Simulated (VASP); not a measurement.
# Li4NbO4 (I4/m) in VASP: relaxation of cell and atoms with PBEsol

Aim: the relaxation of cell and atoms of Li4NbO4 with PBEsol.

Program: VASP 6.6.1. These are calculated values, not measurements. Logs are shortened: lines on timing, memory, paths and dates and some standing lists are left out, and cuts for length are marked.

### 1 The cell of the first run

Symmetry: I4/m, No. 87, tetragonal system. The conventional cell has a = 7.633 Å, b = 7.633 Å, c = 3.262 Å, α = 90.00°, β = 90.00°, γ = 90.00°. Li (site symmetry m) has 4 O at 1.92 to 2.06 Å and 2 Li at 2.52 Å within 2.6 Å. Within 2.6 Å of Nb (site symmetry 4/m) lie 4 O at 1.93 Å. O (site symmetry m) has 4 Li at 1.92 to 2.06 Å and 1 Nb at 1.93 Å within 2.5 Å.

### 2 Relaxation of cell and atoms, PBEsol

Input file INCAR:

```
SYSTEM = Li4NbO4
PREC = Accurate
ENCUT = 600
EDIFF = 1E-6
ISMEAR = 0
SIGMA = 0.02
LREAL = .False.
LASPH = .True.
NELM = 80
ALGO = Normal
ISIF = 3
LWAVE = .False.
LCHARG = .False.
GGA = PS
IBRION = 2
NSW = 100
EDIFFG = -0.005
KPAR = 4
```

Input file KPOINTS:

```
Automatic mesh
0
Gamma
  10 10 10
  0 0 0
```

Input file POSCAR:

```
Li4NbO4
1.0
   -3.8164090803      3.8164090803      1.6309469580
    3.8164090803     -3.8164090803      1.6309469580
    3.8164090803      3.8164090803     -1.6309469580
Li Nb O
4 1 4
Direct
    0.3353647212      0.1575699273      0.4929346486
    0.8424300727      0.3353647212      0.1777947939
    0.1575699273      0.6646352788      0.8222052061
    0.6646352788      0.8424300727      0.5070653514
    0.0000000000      0.0000000000      0.0000000000
    0.7590949233      0.0789273105      0.8380222339
    0.9210726895      0.7590949233      0.6801676128
    0.0789273105      0.2409050767      0.3198323872
    0.2409050767      0.9210726895      0.1619777661
```

Potentials or basis: VASP PAW PBE potentials, release 64 (Li_sv, Nb_sv, O).

The run is started by

```
> cat potpaw_PBE.64/Li_sv/POTCAR potpaw_PBE.64/Nb_sv/POTCAR potpaw_PBE.64/O/POTCAR > POTCAR
> mpirun -np 4 vasp_std > vasp.out
```

OUTCAR:

```text
SYSTEM = Li4NbO4
   PREC = Accurate
   ENCUT = 600
   EDIFF = 1E-6
   ISMEAR = 0
   LREAL = .False.
   LASPH = .True.
   NELM = 80
   ISIF = 3
   GGA = PS
   IBRION = 2
   NSW = 100
   EDIFFG = -0.005

 ion  position               nearest neighbor table
   1  0.335  0.158  0.493-   7 1.92   7 1.92   9 1.94   8 2.06   4 2.52   4 2.52
   2  0.842  0.335  0.178-   9 1.92   9 1.92   8 1.94   6 2.06   3 2.52   3 2.52
   3  0.158  0.665  0.822-   6 1.92   6 1.92   7 1.94   9 2.06   2 2.52   2 2.52
   4  0.665  0.842  0.507-   8 1.92   8 1.92   6 1.94   7 2.06   1 2.52   1 2.52
   5  0.000  0.000  0.000-   6 1.93   9 1.93   8 1.93   7 1.93
   6  0.759  0.079  0.838-   3 1.92   3 1.92   5 1.93   4 1.94   2 2.06
   7  0.921  0.759  0.680-   1 1.92   1 1.92   5 1.93   3 1.94   4 2.06
   8  0.079  0.241  0.320-   4 1.92   4 1.92   5 1.93   2 1.94   1 2.06
   9  0.241  0.921  0.162-   2 1.92   2 1.92   5 1.93   1 1.94   3 2.06

  LATTYP: Found a body centered tetragonal cell.
 ALAT       =     7.6328181606
 C/A-ratio  =     0.4273511890

  Lattice vectors:

 A1 = (  -3.8164090803,   3.8164090803,   1.6309469580)
 A2 = (   3.8164090803,  -3.8164090803,   1.6309469580)
 A3 = (   3.8164090803,   3.8164090803,  -1.6309469580)

Analysis of symmetry for initial positions (statically):
=====================================================================
 Subroutine PRICEL returns:
 Original cell was already a primitive cell.

 Routine SETGRP: Setting up the symmetry group for a
 body centered tetragonal supercell.

 Subroutine GETGRP returns: Found  8 space group operations
 (whereof  8 operations were pure point group operations)
 out of a pool of 16 trial point group operations.

The static configuration has the point symmetry C_4h.

Analysis of symmetry for dynamics (positions and initial velocities):
=====================================================================
 Subroutine PRICEL returns:
 Original cell was already a primitive cell.

 Routine SETGRP: Setting up the symmetry group for a
 body centered tetragonal supercell.

 Subroutine GETGRP returns: Found  8 space group operations
 (whereof  8 operations were pure point group operations)
 out of a pool of 16 trial point group operations.

The dynamic configuration has the point symmetry C_4h.

 Subroutine INISYM returns: Found  8 space group operations
 (whereof  8 operations are pure point group operations),
 and found     1 'primitive' translations

----------------------------------------------------------------------------------------

                                     Primitive cell

  volume of cell :      95.0188

  direct lattice vectors                    reciprocal lattice vectors
    -3.816409080  3.816409080  1.630946958     0.000000000  0.131013209  0.306570362
     3.816409080 -3.816409080  1.630946958     0.131013209  0.000000000  0.306570362
     3.816409080  3.816409080 -1.630946958     0.131013209  0.131013209  0.000000000

  length of vectors
     5.638257223  5.638257223  5.638257223     0.333391434  0.333391434  0.185280657

  position of ions in fractional coordinates (direct lattice)
     0.335364721  0.157569927  0.492934649
     0.842430073  0.335364721  0.177794794
     0.157569927  0.664635279  0.822205206
     0.664635279  0.842430073  0.507065351
     0.000000000  0.000000000  0.000000000
     0.759094923  0.078927310  0.838022234
     0.921072690  0.759094923  0.680167613
     0.078927310  0.240905077  0.319832387
     0.240905077  0.921072690  0.161977766

  ion indices of the primitive-cell ions
   primitive index   ion index
                 1           1
                 2           2
                 3           3
                 4           4
                 5           5
                 6           6
                 7           7
                 8           8
                 9           9

----------------------------------------------------------------------------------------

 KPOINTS: Automatic mesh

Automatic generation of k-mesh.
 Grid dimensions read from file:
 generate k-points for:   10   10   10

 Generating k-lattice:

  Cartesian coordinates                     Fractional coordinates (reciprocal lattice)
     0.000000000  0.013101321  0.030657036     0.100000000  0.000000000  0.000000000
     0.013101321  0.000000000  0.030657036     0.000000000  0.100000000  0.000000000
     0.013101321  0.013101321  0.000000000     0.000000000  0.000000000  0.100000000

  Length of vectors
     0.033339143  0.033339143  0.018528066

  Shift w.r.t. Gamma in fractional coordinates (k-lattice)
     0.000000000  0.000000000  0.000000000

 Subroutine IBZKPT returns following result:
 ===========================================

 Found    144 irreducible k-points:

 Following reciprocal coordinates:
            Coordinates               Weight
  0.000000  0.000000  0.000000      1.000000
  0.100000  0.000000 -0.000000      8.000000
  0.200000  0.000000 -0.000000      8.000000
  0.300000  0.000000  0.000000      8.000000
  0.400000  0.000000 -0.000000      8.000000
  0.500000  0.000000  0.000000      4.000000
[... 16 lines left out ...]
  0.200000  0.200000 -0.000000      8.000000
  0.300000  0.200000  0.000000      8.000000
 [... further k-points ...]
   k-points           NKPTS =    144   k-points in BZ     NKDIM =    144   number of bands    NBANDS=     29
   number of dos      NEDOS =    301   number of ions     NIONS =      9
   total plane-waves  NPLWV = 110592
   dimension x,y,z NGX =    48 NGY =   48 NGZ =   48
   dimension x,y,z NGXF=    96 NGYF=   96 NGZF=   96
   ions per type =               4   1   4
   NGX,Y,Z   is equivalent  to a cutoff of  14.15, 14.15, 14.15 a.u.
   NGXF,Y,Z  is equivalent  to a cutoff of  28.31, 28.31, 28.31 a.u.
 SYSTEM =  Li4NbO4
   PREC   = accura    normal or accurate (medium, high low for compatibility)
   ISTART =      0    job   : 0-new  1-cont  2-samecut
   ICHARG =      2    charge: 1-file 2-atom 10-const
   ISPIN  =      1    spin polarized calculation?
   LNONCOLLINEAR =      F non collinear calculations
   LSORBIT =      F    spin-orbit coupling
   LASPH  =      T    aspherical Exc in radial PAW
   ENCUT  =  600.0 eV  44.10 Ry    6.64 a.u.  11.26 11.26 11.26*2*pi/ulx,y,z
   NELM   =     80;   NELMIN=  2; NELMDL= -5     # of ELM steps
   EDIFF  = 0.1E-05   stopping-criterion for ELM
   LREAL  =      F    real-space projection
   EDIFFG = -.5E-02   stopping-criterion for IOM
   NSW    =    100    number of steps for IOM
   IBRION =      2    ionic relax: 0-MD 1-quasi-New 2-CG
   NFREE  =      1    steps in history (QN), initial steepest desc. (CG)
   ISIF   =      3    stress and relaxation
   ISYM   =      2    0-nonsym 1-usesym 2-fastsym
   POTIM  = 0.5000    time-step for ionic-motion
   TEBEG  =    0.0;   TEEND  =   0.0 temperature during run
   PSTRESS=    0.0 pullay stress
   NELECT =      49.0000    total number of electrons
   NUPDOWN=      -1.0000    fix difference up-down
   EMIN   =  10.00;   EMAX   =-10.00  energy-range for DOS
   EFERMI =   0.00;   METHOD = LEGACY
   ISMEAR =     0;   SIGMA  =   0.02  broadening in eV -4-tet -1-fermi 0-gaus
   EFERMI_NEDOS =   21; number of points for ismear=-14 and -15
   IALGO  =     38    algorithm
   IMIX   =      4    mixing-type and parameters
     AMIX     =   0.40;   BMIX     =  1.00
     AMIX_MAG =   1.60;   BMIX_MAG =  1.00
  volume/ion in A,a.u.               =      10.56        71.25
  Fermi-wavevector in a.u.,A,eV,Ry     =   1.312815  2.480861 23.449424  1.723484
  Thomas-Fermi vector in A             =   2.443181
   LORBIT       =      0    0 simple, 1 ext, 2 COOP (PROOUT), +10 PAW based schemes
   GGA     = PS    functional components
   LHFCALC =     F    Hartree Fock is set to
   AEXX    =    0.0000 exact exchange contribution
   IVDW    =     0    specifies the selected vdW correction
   LEPSILON=     F    determine dielectric tensor
   LRPA    =     F    only Hartree local field effects (RPA)
 conjugate gradient relaxation of ions
 non-spin polarized calculation
 Gauss-broadening in eV      SIGMA  =   0.02
  energy-cutoff  :      600.00
  volume of cell :       95.02
 maximum number of plane-waves:      3207
 NGX is ok and might be reduce to    48
   NGX = 23   NGY = 23   NGZ = 23

--------------------------------------- Ionic step        1  -------------------------------------------

 number of electron      49.0000006 magnetization

 Free energy of the ion-electron system (eV)
  ---------------------------------------------------
  ext. energy  EPLUGINS =         0.00000000
  ---------------------------------------------------
  free energy    TOTEN  =       -59.29210949 eV

  energy without entropy =      -59.29210949  energy(sigma->0) =      -59.29210949

 E-fermi :   3.3244     XC(G=0):  -9.9912

 val. band max:        3.1118388682   @ k =  -0.1000  -0.1000   0.1000
 cond. band min:       4.3958148049   @ k =  -0.3000  -0.4000   0.3000
 fundamental gap:      1.2839759367
 Fermi energy:         3.3244367501

 k-point     1 :       0.0000    0.0000    0.0000
  band No.  band energies     occupation
      1     -51.9115      2.00000
      2     -39.8702      2.00000
      3     -39.8420      2.00000
      4     -39.7984      2.00000
      5     -39.7984      2.00000
      6     -28.2318      2.00000
[... 757 lines left out ...]
     28       7.7920      0.00000
     29       8.3978      0.00000

 [... further k-points ...]

------------------------ aborting loop because EDIFF is reached ----------------------------------------

  FORCE on cell =-STRESS in cart. coord.  units (eV):
  Direction    XX          YY          ZZ          XY          YZ          ZX
  --------------------------------------------------------------------------------------
  -------------------------------------------------------------------------------------
  Total       -0.1880411     -0.1880411     -0.1418824     -0.0000000      0.0000000     -0.0000000
  in kB       -3.1706887     -3.1706887     -2.3923764     -0.0000003      0.0000000     -0.0000000
  external PRESSURE =      -2.9112513 kB  Pullay stress =       0.0000000 kB
[... 110 lines left out ...]
  FREE ENERGIE OF THE ION-ELECTRON SYSTEM (eV)
  ---------------------------------------------------
  free  energy   TOTEN  =       -59.2926366070 eV

  energy  without entropy=      -59.2926366070  energy(sigma->0) =      -59.29263661

[... ionic steps 4 to 15 ...]

--------------------------------------- Ionic step       16  -------------------------------------------

 number of electron      48.9999991 magnetization

------------------------ aborting loop because EDIFF is reached ----------------------------------------

  FORCE on cell =-STRESS in cart. coord.  units (eV):
  Direction    XX          YY          ZZ          XY          YZ          ZX
  --------------------------------------------------------------------------------------
  -------------------------------------------------------------------------------------
  Total        0.0122100      0.0122100     -0.0807007     -0.0000000      0.0000000     -0.0000000
  in kB        0.2065046      0.2065046     -1.3648728     -0.0000003      0.0000000     -0.0000000
  external PRESSURE =      -0.3172879 kB  Pullay stress =       0.0000000 kB
[... 71 lines left out ...]
  energy  without entropy=      -59.2931606505  energy(sigma->0) =      -59.29316065

--------------------------------------- Ionic step       18  -------------------------------------------

 number of electron      48.9999992 magnetization

 Free energy of the ion-electron system (eV)
  ---------------------------------------------------
  ext. energy  EPLUGINS =         0.00000000
  ---------------------------------------------------
  free energy    TOTEN  =       -59.29315981 eV

  energy without entropy =      -59.29315981  energy(sigma->0) =      -59.29315981

 E-fermi :   3.3355     XC(G=0): -10.0063

 val. band max:        3.1338968608   @ k =  -0.1000  -0.1000   0.1000
 cond. band min:       4.4194519434   @ k =  -0.3000  -0.4000   0.3000
 fundamental gap:      1.2855550826
 Fermi energy:         3.3354583133

 k-point     1 :       0.0000    0.0000    0.0000
  band No.  band energies     occupation
      1     -51.8886      2.00000
      2     -39.8329      2.00000
      3     -39.8046      2.00000
      4     -39.7592      2.00000
      5     -39.7592      2.00000
      6     -28.2111      2.00000
[... 757 lines left out ...]
     28       7.8281      0.00000
     29       8.4296      0.00000

 [... further k-points ...]

------------------------ aborting loop because EDIFF is reached ----------------------------------------

  FORCE on cell =-STRESS in cart. coord.  units (eV):
  Direction    XX          YY          ZZ          XY          YZ          ZX
  --------------------------------------------------------------------------------------
  -------------------------------------------------------------------------------------
  Total        0.0111489      0.0111489     -0.0353602     -0.0000000      0.0000000      0.0000000
  in kB        0.1886426      0.1886426     -0.5983061     -0.0000002      0.0000000      0.0000000
  external PRESSURE =      -0.0736736 kB  Pullay stress =       0.0000000 kB
[... 24 lines left out ...]
  FREE ENERGIE OF THE ION-ELECTRON SYSTEM (eV)
  ---------------------------------------------------
  free  energy   TOTEN  =       -59.2931598077 eV

  energy  without entropy=      -59.2931598077  energy(sigma->0) =      -59.29315981

 reached required accuracy - stopping structural energy minimisation
```

It took 48 min on 4 MPI ranks of Oxide Virtual Turin-like, shared host; peak memory 0.63 GiB.

Results:

```
Free energy                           : -59.2932 eV
Relaxed volume                        : 10.52 Å³/atom
Relaxed cell                          : a = 5.632 Å, b = 5.632 Å, c = 5.632 Å, α = 94.80°, β = 94.80°, γ = 146.37°
Space group after relaxing (to 0.1 Å) : I4/m (No. 87)
Energy gained by relaxing             : 0.1 meV/atom
Ionic steps                           : 18
Pressure after relaxing               : 0.0 GPa
Largest force after relaxing          : 0.004 eV/Å
Band gap on the k mesh                : zero (an odd number of electrons rules out a gap without spin polarisation)
```

Forces on the atoms (eV/Å):
```
Li   0.001  0.001  0.000
Li   0.001 -0.001  0.000
Li  -0.001  0.001  0.000
Li  -0.001 -0.001  0.000
Nb   0.000  0.000  0.000
O   -0.002  0.003  0.000
O    0.003  0.002  0.000
O   -0.003 -0.002  0.000
O    0.002 -0.003  0.000
```

Step by step:
```csv
step,energy change (eV),largest force (eV/Å),pressure (GPa),volume (Å³)
1,0.0000,0.0305,-0.29,95.02
2,-0.0005,0.0421,0.03,94.76
3,-0.0005,0.0510,0.14,94.66
4,-0.0008,0.0164,0.08,94.59
5,-0.0008,0.0162,0.05,94.57
6,-0.0008,0.0158,0.03,94.57
7,-0.0009,0.0135,0.06,94.57
8,-0.0010,0.0064,0.09,94.57
9,-0.0009,0.0128,0.16,94.56
10,-0.0010,0.0046,0.11,94.56
11,-0.0010,0.0149,0.01,94.63
12,-0.0010,0.0194,-0.03,94.65
13,-0.0010,0.0161,-0.02,94.64
14,-0.0010,0.0153,-0.02,94.64
15,-0.0010,0.0093,0.00,94.67
16,-0.0010,0.0084,-0.03,94.73
17,-0.0011,0.0026,-0.03,94.70
18,-0.0011,0.0041,-0.01,94.69
```

Final structure:
```
Li Nb O
1.0
    -3.81189    3.81189    1.62916
     3.81189   -3.81189    1.62916
     3.81189    3.81189   -1.62916
Li Nb O
4 1 4
Cartesian
  1.1978 2.5485 0.0000
  -1.2634 2.6141 1.6292
  5.0752 1.1978 0.0000
  2.6141 1.2634 1.6292
  0.0000 0.0000 0.0000
  0.6082 5.7870 0.0000
  1.9752 3.2037 1.6292
  1.8367 0.6082 0.0000
  3.2037 -1.9752 1.6292
```

Caveat: the cutoff is under 1.25 times the usual one of these potentials, so pressure, stress and relaxed cells hold a basis-set (Pulay) error; the PAW data sets were made with another functional, which shifts forces and pressure a little; an odd number of electrons without spin polarisation forces a metal; a magnetic or distorted state may lie lower.

The gap in the log of VASP goes by the Fermi energy; the results here count the filled bands.